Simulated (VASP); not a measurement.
# CuI (Cmcm) in VASP: electric field gradients with LDA

Aim: the electric field gradients of CuI with LDA.

All numbers are computed with VASP 6.6.1; they aren't measurements. Logs are shortened: lines on timing, memory, paths and dates and some standing lists are left out, and cuts for length are marked.

**1. The cell of the first run**

It takes space group Cmcm (No. 63, orthorhombic). The conventional cell has a = 7.541 Å, b = 7.496 Å, c = 4.307 Å, α = 90.00°, β = 90.00°, γ = 90.00°. Cu (site symmetry m2m) has 2 Cu at 2.46 Å and 3 I at 2.58 to 2.62 Å within 3.3 Å. I (site symmetry m2m) has 3 Cu at 2.58 to 2.62 Å within 3.4 Å.

**2. Electric field gradients, LDA (equal xx and yy strain of +1 %)**

The input, INCAR:

```
PREC = Accurate
ENCUT = 520
EDIFF = 1E-8
ISMEAR = -1
SIGMA = 0.02
LREAL = False
LASPH = True
NELM = 80
ALGO = Normal
ISIF = 2
LWAVE = False
LCHARG = False
GGA = CA
LEFG = True
NBANDS = 26
```

The input, KPOINTS:

```
Automatic mesh
0
Gamma
  5 5 6
```

The input, POSCAR:

```
CuI
1.0
    3.7704992659     -3.7481972337      0.0000000000
    3.7704992659      3.7481972337      0.0000000000
    0.0000000000      0.0000000000      4.3069976700
Cu I
2 2
Direct
    0.4204388300      0.5795611700      0.7500000000
    0.5795611700      0.4204388300      0.2500000000
    0.7700426800      0.2299573200      0.7500000000
    0.2299573200      0.7700426800      0.2500000000
```

Potentials or basis: VASP PAW LDA potentials, release 64 (Cu, I).

Started as:

```bash
> cat potpaw_LDA.64/Cu/POTCAR potpaw_LDA.64/I/POTCAR > POTCAR
> mpirun -np 1 vasp_std > vasp.out
```

OUTCAR:

```text
PREC = Accurate
   ENCUT = 520
   EDIFF = 1E-8
   ISMEAR = -1
   LREAL = False
   LASPH = True
   NELM = 80
   ISIF = 2
   GGA = CA

 ion  position               nearest neighbor table
   1  0.420  0.580  0.750-   2 2.46   2 2.46   4 2.58   4 2.58   3 2.62
   2  0.580  0.420  0.250-   1 2.46   1 2.46   3 2.58   3 2.58   4 2.62
   3  0.770  0.230  0.750-   2 2.58   2 2.58   1 2.62
   4  0.230  0.770  0.250-   1 2.58   1 2.58   2 2.62

  LATTYP: Found a base centered orthorhombic cell.
 ALAT       =     7.4963944674
 B/A-ratio  =     1.0059500690
 C/A-ratio  =     0.5745425603

  Lattice vectors:

 A1 = (  -3.7704992659,  -3.7481972337,   0.0000000000)
 A2 = (   3.7704992659,  -3.7481972337,   0.0000000000)
 A3 = (   0.0000000000,   0.0000000000,   4.3069976700)

Analysis of symmetry for initial positions (statically):
=====================================================================
 Subroutine PRICEL returns:
 Original cell was already a primitive cell.

 Routine SETGRP: Setting up the symmetry group for a
 base centered orthorhombic supercell.

 Subroutine GETGRP returns: Found  8 space group operations
 (whereof  4 operations were pure point group operations)
 out of a pool of  8 trial point group operations.

The static configuration has the point symmetry C_2h.
 The point group associated with its full space group is D_2h.

Analysis of symmetry for dynamics (positions and initial velocities):
=====================================================================
 Subroutine PRICEL returns:
 Original cell was already a primitive cell.

 Routine SETGRP: Setting up the symmetry group for a
 base centered orthorhombic supercell.

 Subroutine GETGRP returns: Found  8 space group operations
 (whereof  4 operations were pure point group operations)
 out of a pool of  8 trial point group operations.

The dynamic configuration has the point symmetry C_2h.
 The point group associated with its full space group is D_2h.

 Subroutine INISYM returns: Found  8 space group operations
 (whereof  4 operations are pure point group operations),
 and found     1 'primitive' translations

----------------------------------------------------------------------------------------

                                     Primitive cell

  volume of cell :     121.7379

  direct lattice vectors                    reciprocal lattice vectors
     3.770499266 -3.748197234  0.000000000     0.132608433 -0.133397463  0.000000000
     3.770499266  3.748197234  0.000000000     0.132608433  0.133397463  0.000000000
     0.000000000  0.000000000  4.306997670     0.000000000  0.000000000  0.232180297

  length of vectors
     5.316544669  5.316544669  4.306997670     0.188095400  0.188095400  0.232180297

  position of ions in fractional coordinates (direct lattice)
     0.420438830  0.579561170  0.750000000
     0.579561170  0.420438830  0.250000000
     0.770042680  0.229957320  0.750000000
     0.229957320  0.770042680  0.250000000

  ion indices of the primitive-cell ions
   primitive index   ion index
                 1           1
                 2           2
                 3           3
                 4           4

----------------------------------------------------------------------------------------

 KPOINTS: Automatic mesh

Automatic generation of k-mesh.
 Grid dimensions read from file:
 generate k-points for:    5    5    6

 Generating k-lattice:

  Cartesian coordinates                     Fractional coordinates (reciprocal lattice)
     0.026521687 -0.026679493  0.000000000     0.200000000  0.000000000  0.000000000
     0.026521687  0.026679493  0.000000000     0.000000000  0.200000000  0.000000000
[... 42 lines left out ...]
   total plane-waves  NPLWV =  51200
   dimension x,y,z NGX =    40 NGY =   40 NGZ =   32
   dimension x,y,z NGXF=    80 NGYF=   80 NGZF=   64
   ions per type =               2   2
   NGX,Y,Z   is equivalent  to a cutoff of  12.51, 12.51, 12.35 a.u.
   NGXF,Y,Z  is equivalent  to a cutoff of  25.02, 25.02, 24.70 a.u.
 SYSTEM =  unknown system
   PREC   = accura    normal or accurate (medium, high low for compatibility)
   ISTART =      0    job   : 0-new  1-cont  2-samecut
   ICHARG =      2    charge: 1-file 2-atom 10-const
   ISPIN  =      1    spin polarized calculation?
   LNONCOLLINEAR =      F non collinear calculations
   LSORBIT =      F    spin-orbit coupling
   LASPH  =      T    aspherical Exc in radial PAW
   ENCUT  =  520.0 eV  38.22 Ry    6.18 a.u.   9.89  9.89  8.01*2*pi/ulx,y,z
   NELM   =     80;   NELMIN=  2; NELMDL= -5     # of ELM steps
   EDIFF  = 0.1E-07   stopping-criterion for ELM
   LREAL  =      F    real-space projection
   EDIFFG = 0.1E-06   stopping-criterion for IOM
   NSW    =      0    number of steps for IOM
   IBRION =     -1    ionic relax: 0-MD 1-quasi-New 2-CG
   NFREE  =      0    steps in history (QN), initial steepest desc. (CG)
   ISIF   =      2    stress and relaxation
   ISYM   =      2    0-nonsym 1-usesym 2-fastsym
   POTIM  = 0.5000    time-step for ionic-motion
   TEBEG  =    0.0;   TEEND  =   0.0 temperature during run
   PSTRESS=    0.0 pullay stress
   NELECT =      36.0000    total number of electrons
   NUPDOWN=      -1.0000    fix difference up-down
   EMIN   =  10.00;   EMAX   =-10.00  energy-range for DOS
   EFERMI =   0.00;   METHOD = LEGACY
   ISMEAR =    -1;   SIGMA  =   0.02  broadening in eV -4-tet -1-fermi 0-gaus
   EFERMI_NEDOS =   21; number of points for ismear=-14 and -15
   IALGO  =     38    algorithm
   IMIX   =      4    mixing-type and parameters
     AMIX     =   0.40;   BMIX     =  1.00
     AMIX_MAG =   1.60;   BMIX_MAG =  1.00
  volume/ion in A,a.u.               =      30.43       205.38
  Fermi-wavevector in a.u.,A,eV,Ry     =   1.090688  2.061101 16.185481  1.189599
  Thomas-Fermi vector in A             =   2.226917
   LORBIT       =      0    0 simple, 1 ext, 2 COOP (PROOUT), +10 PAW based schemes
   GGA     = CA    functional components
   LHFCALC =     F    Hartree Fock is set to
   AEXX    =    0.0000 exact exchange contribution
   IVDW    =     0    specifies the selected vdW correction
   LEPSILON=     F    determine dielectric tensor
   LRPA    =     F    only Hartree local field effects (RPA)
 non-spin polarized calculation
  energy-cutoff  :      520.00
  volume of cell :      121.74
 maximum number of plane-waves:      3292
   NGX = 19   NGY = 19   NGZ = 17

 number of electron      35.9999981 magnetization

 Free energy of the ion-electron system (eV)
  ---------------------------------------------------
  ext. energy  EPLUGINS =         0.00000000
  ---------------------------------------------------
  free energy    TOTEN  =       -13.46952851 eV

  energy without entropy =      -13.46952851  energy(sigma->0) =      -13.46952851

 E-fermi :   3.7705     XC(G=0):  -8.8842

 val. band max:        3.3922029004   @ k =   0.0000   0.0000   0.0000
 cond. band min:       4.2514569378   @ k =   0.0000   0.0000   0.0000
 fundamental gap:      0.8592540374
 Fermi energy:         3.7704512166

 k-point     1 :       0.0000    0.0000    0.0000
  band No.  band energies     occupation
      1     -10.3577      2.00000
      2      -9.6576      2.00000
      3      -2.0894      2.00000
      4      -0.7743      2.00000
      5      -0.5446      2.00000
      6      -0.4336      2.00000
[... 685 lines left out ...]
     25      10.8582      0.00000
     26      11.3251      0.00000

 [... further k-points ...]

------------------------ aborting loop because EDIFF is reached ----------------------------------------

  FORCE on cell =-STRESS in cart. coord.  units (eV):
  Direction    XX          YY          ZZ          XY          YZ          ZX
  --------------------------------------------------------------------------------------
  -------------------------------------------------------------------------------------
  Total       -0.9170088     -3.3216717     -3.4870771      0.0000000      0.0000000      0.0000000
  in kB      -12.0686355    -43.7160954    -45.8929746      0.0000000      0.0000000      0.0000000
  external PRESSURE =     -33.8925685 kB  Pullay stress =       0.0000000 kB

 VOLUME and BASIS-vectors are now :
 -----------------------------------------------------------------------------
  energy-cutoff  :      520.00
  volume of cell :      121.74
      direct lattice vectors                 reciprocal lattice vectors
     3.770499266 -3.748197234  0.000000000     0.132608433 -0.133397463  0.000000000
     3.770499266  3.748197234  0.000000000     0.132608433  0.133397463  0.000000000
     0.000000000  0.000000000  4.306997670     0.000000000  0.000000000  0.232180297

 POSITION                                       TOTAL-FORCE (eV/Angst)
 -----------------------------------------------------------------------------------
      3.77050      0.59642      3.23025         0.000000     -0.060211      0.000000
      3.77050     -0.59642      1.07675         0.000000      0.060211     -0.000000
      3.77050     -2.02435      3.23025         0.000000      0.530519     -0.000000
      3.77050      2.02435      1.07675         0.000000     -0.530519     -0.000000
 -----------------------------------------------------------------------------------
    total drift:                                0.000000     -0.000000      0.000000

  FREE ENERGIE OF THE ION-ELECTRON SYSTEM (eV)
  ---------------------------------------------------
  free  energy   TOTEN  =       -13.4695285080 eV

  energy  without entropy=      -13.4695285079  energy(sigma->0) =      -13.46952851

 Electric field gradients (V/A^2)
---------------------------------------------------------------------
 ion       V_xx      V_yy      V_zz      V_xy      V_xz      V_yz
---------------------------------------------------------------------
   1      55.253   -13.849   -41.404     0.000    -0.000     0.000
   2      55.253   -13.849   -41.404    -0.000     0.000     0.000
   3    -418.478   316.572   101.907     0.000    -0.000    -0.000
   4    -418.478   316.572   101.907     0.000    -0.000     0.000
---------------------------------------------------------------------

 Electric field gradients after diagonalization (V/A^2)
 (convention: |V_zz| > |V_xx| > |V_yy|)
----------------------------------------------------------------------
 ion       V_xx      V_yy      V_zz     asymmetry (V_yy - V_xx)/ V_zz
----------------------------------------------------------------------
   1     -41.404   -13.849    55.253       0.499
   2     -41.404   -13.849    55.253       0.499
   3     316.572   101.907  -418.478       0.513
   4     316.572   101.907  -418.478       0.513
----------------------------------------------------------------------

           NMR quadrupolar parameters

 Cq : quadrupolar parameter    Cq=e*Q*V_zz/h
 eta: asymmetry parameters     (V_yy - V_xx)/ V_zz
 Q  : nuclear electric quadrupole moment in mb (millibarn)
----------------------------------------------------------------------
 ion       Cq(MHz)       eta       Q (mb)
----------------------------------------------------------------------
   1       0.134       0.499       1.000
   2       0.134       0.499       1.000
   3      -1.012       0.513       1.000
   4      -1.012       0.513       1.000
----------------------------------------------------------------------
```

Run time: 3.2 min. Hardware: 1 thread of AMD EPYC 7R13, shared host; peak memory 0.21 GiB.

Results:

```yaml
Free_energy: -13.4695 eV
Pressure: -3.4 GPa
Largest_force: 0.531 eV/Å
Band_gap_on_the_k_mesh: 0.86 eV
Largest_electric_field_gradient_by_atom: Cu +55.3; I -418.5 V/Å²
```

Forces on the atoms (eV/Å):
```
Cu   0.000 -0.060  0.000
Cu   0.000  0.060  0.000
I    0.000  0.531  0.000
I    0.000 -0.531  0.000
```

Stress tensor (GPa, compression positive):
```
-1.21  0.00  0.00
 0.00 -4.37  0.00
 0.00  0.00 -4.59
```

Levels at points of the mesh, in eV from the valence-band top:
| k point | band 14 | band 15 | band 16 | band 17 | band 18 | band 19 | band 20 | band 21 | band 22 | band 23 |
| --- | --- | --- | --- | --- | --- | --- | --- | --- | --- | --- |
| (0.00, 0.00, 0.00) | -1.83 | -1.81 | -1.48 | -0.94 | 0.00 | 0.86 | 1.70 | 2.44 | 4.57 | 5.08 |
| (0.00, 0.00, 0.50) | -1.94 | -1.83 | -1.83 | -1.56 | -1.56 | 3.53 | 3.53 | 3.77 | 3.77 | 5.86 |

Electric field gradients, principal values (V/Å²):
```csv
atom,least,middle,greatest (by size)
1 Cu,-13.849,-41.404,55.253
2 Cu,-13.849,-41.404,55.253
3 I,101.907,316.572,-418.478
4 I,101.907,316.572,-418.478
```

Caveat: the cell differs from its parent crystal (equal xx and yy strain of +1 %); the cell stands under tension; without QUAD_EFG the Cq values of the log hold for a quadrupole moment of 1 mb, not for the nuclei; spin-orbit coupling is left out, which moves the levels of the heavy elements; an odd mesh through Γ misses points on the zone boundary, where band edges can lie.
